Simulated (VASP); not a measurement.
# Sb (Pm-3m) in VASP: further runs, part 2 of 2

VASP 6.6.1. Earlier steps stand in the parts before.

### 4 Relaxation of cell and atoms, PBE, target pressure 100 GPa, at which the enthalpy is minimised

This run uses another cell than the first one, of 16.65 Å³/atom, 0.944 times its volume.

Contents of INCAR:

```
SYSTEM = Sb
PREC = Accurate
ENCUT = 600
EDIFF = 1E-6
ISMEAR = -1
SIGMA = 0.08
LREAL = .False.
LASPH = .True.
NELM = 80
ALGO = Normal
ISIF = 3
LWAVE = .False.
LCHARG = .False.
GGA = PE
IBRION = 2
NSW = 60
EDIFFG = -0.005
PSTRESS = 1000.0
```

Contents of KPOINTS:

```
regular mesh
0
Gamma
  15 15 15
  0 0 0
```

Contents of POSCAR:

```
Sb
1.0
    2.5534179255      0.0000000000      0.0000000000
    0.0000000000      2.5534179255      0.0000000000
    0.0000000000      0.0000000000      2.5534179255
Sb
1
Direct
    0.0000000000      0.0000000000      0.0000000000
```

Potentials or basis: VASP PAW PBE potentials, release 64 (Sb).

The run is started by

```console
$ cat potpaw_PBE.64/Sb/POTCAR > POTCAR
$ mpirun -np 1 vasp_std > vasp.out
```

OUTCAR:

```text
SYSTEM = Sb
   PREC = Accurate
   ENCUT = 600
   EDIFF = 1E-6
   ISMEAR = -1
   LREAL = .False.
   LASPH = .True.
   NELM = 80
   ISIF = 3
   GGA = PE
   IBRION = 2
   NSW = 60
   EDIFFG = -0.005
   PSTRESS = 1000.0

 ion  position               nearest neighbor table
   1  0.000  0.000  0.000-

  LATTYP: Found a simple cubic cell.
 ALAT       =     2.5534179255

  Lattice vectors:

 A1 = (   2.5534179255,   0.0000000000,   0.0000000000)
 A2 = (   0.0000000000,   2.5534179255,   0.0000000000)
 A3 = (   0.0000000000,   0.0000000000,   2.5534179255)

Analysis of symmetry for initial positions (statically):
=====================================================================
 Subroutine PRICEL returns:
 Original cell was already a primitive cell.

[... 218 lines left out ...]
      4      13.2321      0.00000
      5      16.6359      0.00000
      6      16.6359      0.00000
[... 276 lines left out ...]
  energy  without entropy=       -1.8771220150  energy(sigma->0) =       -1.88196065

  enthalpy is  TOTEN    =         9.3137878522 eV   P V=       11.2005871349

[... ionic steps 4 to 14 ...]

--------------------------------------- Ionic step       15  -------------------------------------------

 number of electron       5.0000000 magnetization

------------------------ aborting loop because EDIFF is reached ----------------------------------------
[... 69 lines left out ...]
--------------------------------------- Ionic step       17  -------------------------------------------

 number of electron       5.0000000 magnetization

 Free energy of the ion-electron system (eV)
  ---------------------------------------------------
  ext. energy  EPLUGINS =         0.00000000
  ---------------------------------------------------
  free energy    TOTEN  =        -1.75000167 eV

  energy without entropy =       -1.74051032  energy(sigma->0) =       -1.74525599

 E-fermi :  15.7314     XC(G=0): -12.0220

 val. band max:       15.7006755193   @ k =   0.2667   0.2000   0.0667
 cond. band min:      15.7662338157   @ k =   0.2667   0.2000   0.2000
 fundamental gap:      0.0655582964
 Fermi energy:        15.7313862128

 k-point     1 :       0.0000    0.0000    0.0000
  band No.  band energies     occupation
      1      -2.1949      2.00000
      2      20.0405      0.00000
      3      20.0405      0.00000
      4      20.0405      0.00000
      5      23.2635      0.00000
      6      23.2635      0.00000
[... 239 lines left out ...]
  energy  without entropy=       -1.7405103229  energy(sigma->0) =       -1.74525599

  enthalpy is  TOTEN    =         9.3101122618 eV   P V=       11.0601139277

 reached required accuracy - stopping structural energy minimisation
```

OSZICAR:

```text
N       E                     dE             d eps       ncg     rms          rms(c)
DAV:   1     0.155773339865E+02    0.15577E+02   -0.20493E+03  1482   0.659E+02
DAV:   2    -0.806899383240E+00   -0.16384E+02   -0.15781E+02  2100   0.945E+01
[... 83 lines left out ...]
DAV:   1    -0.174770369250E+01   -0.11497E-02   -0.14883E-06  1572   0.832E-03    0.158E-03
DAV:   2    -0.174770356379E+01    0.12871E-06   -0.30644E-08   720   0.168E-03
  16 F= 0.93101129E+01 E0= 0.93148564E+01  d E =-.247022E-05
       N       E                     dE             d eps       ncg     rms          rms(c)
DAV:   1    -0.175000198769E+01   -0.22983E-02   -0.58273E-06  1776   0.165E-02    0.304E-03
DAV:   2    -0.175000166595E+01    0.32173E-06   -0.11004E-07   720   0.315E-03
  17 F= 0.93101123E+01 E0= 0.93148579E+01  d E =-.309055E-05
```

CONTCAR:

```text
Sb
   1.00000000000000
     2.6070942251756342   -0.0000000000000001    0.0000000000000001
    -0.0000000000000002    2.6070942251756382   -0.0000000000000002
     0.0000000000000001   -0.0000000000000002    2.6070942251756399
  Sb
     1
Direct
     0.0000000000000000    0.0000000000000000    0.0000000000000000

  0.00000000E+00  0.00000000E+00  0.00000000E+00
```

It took 31 s on 1 thread of Intel Xeon Platinum 8488C (Sapphire Rapids), shared host; peak memory 0.14 GiB.

Results:

* Free energy: -1.7500 eV
* Relaxed volume: 17.72 Å³/atom
* Relaxed cell: a = 2.607 Å, b = 2.607 Å, c = 2.607 Å, α = 90.00°, β = 90.00°, γ = 90.00°
* Space group after relaxing (to 0.05 Å): Pm-3m (No. 221)
* Energy change on relaxing (the enthalpy is what falls): -761.8 meV/atom
* Ionic steps: 17
* Pressure after relaxing: 100.0 GPa

Step by step:
```csv
step,energy change (eV),largest force (eV/Å),pressure (GPa),volume (Å³)
1,0.0000,0.0000,129.12,16.65
2,-2.9079,0.0000,15.40,25.05
3,-0.8986,0.0000,94.86,17.95
4,-0.7702,0.0000,99.67,17.73
5,-0.7563,0.0000,100.20,17.71
6,-0.7566,0.0000,100.19,17.71
7,-0.7572,0.0000,100.17,17.71
8,-0.7572,0.0000,100.17,17.71
9,-0.7572,0.0000,100.17,17.71
10,-0.7572,0.0000,100.17,17.71
11,-0.7573,0.0000,100.17,17.71
12,-0.7573,0.0000,100.16,17.71
13,-0.7575,0.0000,100.16,17.71
14,-0.7578,0.0000,100.15,17.71
15,-0.7584,0.0000,100.13,17.71
16,-0.7595,0.0000,100.09,17.72
17,-0.7618,0.0000,100.01,17.72
```

Final structure:
```
Sb
1.0
     2.60709    0.00000    0.00000
     0.00000    2.60709    0.00000
     0.00000    0.00000    2.60709
Sb
1
Direct
  0.00000 0.00000 0.00000
```

Levels at points of the mesh, in eV from the Fermi level:
```
           k point  band 1  band 2  band 3  band 4  band 5  band 6
(0.00, 0.00, 0.00)  -17.93    4.31    4.31    4.31    7.53    7.53
```

Caveat: the cell is relaxed towards a set pressure, so the enthalpy falls and the energy may rise; spin-orbit coupling is left out, which moves the levels of the heavy elements.

### 5 Relaxation of cell and atoms, PBE, target pressure 100 GPa, at which the enthalpy is minimised

Contents of INCAR:

```
SYSTEM = Sb
ALGO = Normal
EDIFF = 1E-6
EDIFFG = -0.005
ENCUT = 600
GGA = PE
IBRION = 2
ISIF = 3
ISMEAR = -1
LASPH = .True.
LCHARG = .False.
LREAL = .False.
LWAVE = .False.
NELM = 60
NSW = 32
PREC = Accurate
PSTRESS = 1000.0
SIGMA = 0.08
```

Contents of KPOINTS:

```
k-points
0
Gamma
  15 15 15
  0 0 0
```

Contents of POSCAR:

```
Sb
1.0
    2.6026700774      0.0000000000      0.0000000000
    0.0000000000      2.6026700774      0.0000000000
    0.0000000000      0.0000000000      2.6026700774
Sb
1
Direct
    0.0000000000      0.0000000000      0.0000000000
```

The run is started by

```console
$ cat potpaw_PBE.64/Sb/POTCAR > POTCAR
$ mpirun -np 1 vasp_std > vasp.out
```

It took 19 s on 1 thread of Intel Xeon Platinum 8488C (Sapphire Rapids), shared host; peak memory 0.15 GiB.

Results (log left out):

- Free energy: -1.7504 eV
- Relaxed volume: 17.72 Å³/atom
- Relaxed cell: a = 2.607 Å, b = 2.607 Å, c = 2.607 Å, α = 90.00°, β = 90.00°, γ = 90.00°
- Space group after relaxing (to 0.05 Å): Pm-3m (No. 221)
- Energy change on relaxing (the enthalpy is what falls): -57.1 meV/atom
- Ionic steps: 3
- Pressure after relaxing: 100.0 GPa

The path:
```tsv
step	energy change (eV)	largest force (eV/Å)	pressure (GPa)	volume (Å³)
1	0.0000	0.0000	102.14	17.63
2	-0.3606	0.0000	88.64	18.24
3	-0.0571	0.0000	99.98	17.72
```

Final structure:
```yaml
crystal:
  lattice:
    - [2.60712, 0.00000, 0.00000]
    - [0.00000, 2.60712, 0.00000]
    - [0.00000, 0.00000, 2.60712]
  atoms:
    - { symbol: Sb, position: [0.00000, 0.00000, 0.00000] }
```

Levels at points of the mesh, in eV from the Fermi level:
| k point | band 1 | band 2 | band 3 | band 4 | band 5 | band 6 |
| --- | --- | --- | --- | --- | --- | --- |
| (0.00, 0.00, 0.00) | -17.93 | 4.31 | 4.31 | 4.31 | 7.53 | 7.53 |

Caveat: the cell is relaxed towards a set pressure, so the enthalpy falls and the energy may rise; spin-orbit coupling is left out, which moves the levels of the heavy elements.

### 6 Summary

```tsv
task	cell	cutoff (eV)	gap on the mesh (eV)	pressure (GPa)
single point	a = 2.603 Å, 1 atom	520	none	102.1
relaxation of cell and atoms	relaxed to 100 GPa from a = 2.553 Å, 1 atom	600	none	100.0
relaxation of cell and atoms	relaxed to 100 GPa from a = 2.603 Å, 1 atom	600	none	100.0
```

Alike in all rows: level PBE; potentials or basis VASP PAW PBE potentials, release 64 (Sb); no spin polarisation; k mesh 15 × 15 × 15; smearing fermi-dirac 0.08 eV.

Caveats: spin-orbit coupling is left out, which moves the levels of the heavy elements; the cell is relaxed towards a set pressure, so the enthalpy falls and the energy may rise (some runs).

Total energies depend on the potentials used, so only differences within one code and one set of settings carry meaning.
